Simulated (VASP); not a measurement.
Crystal: GaAs.

```
Ga As
1.0
     0.00000    2.74809    2.74809
     2.74809    0.00000    2.74809
     2.74809    2.74809    0.00000
Ga As
1 1
Direct
  0.00000 0.00000 0.00000
  0.25000 0.25000 0.25000
```

This cell differs from its parent crystal: strain -3.0%.

Base run:

```yaml
Program: VASP 6.6.1
Functional: PBE
Potentials_or_basis: VASP PAW PBE potentials, release 64 (Ga_d, As)
Cutoff: 520 eV
k_mesh: 8 × 8 × 8
Occupations: fermi-dirac, width 0.02 eV
Spin: no spin polarisation
```

Its results: band gap on the k mesh 1.18 eV; pressure 11.3 GPa.

The run is repeated on the same cell with these changes: k mesh from 8 × 8 × 8 to 4 × 4 × 4; occupations from fermi-dirac, width 0.02 eV to gaussian, width 0.01 eV. What comes out?

Band gap on the k mesh 1.17 eV; pressure 11.7 GPa.

Caveats: some runs use coarse meshes; the cell stands under pressure (at least some runs).

A k mesh can miss the band edges.
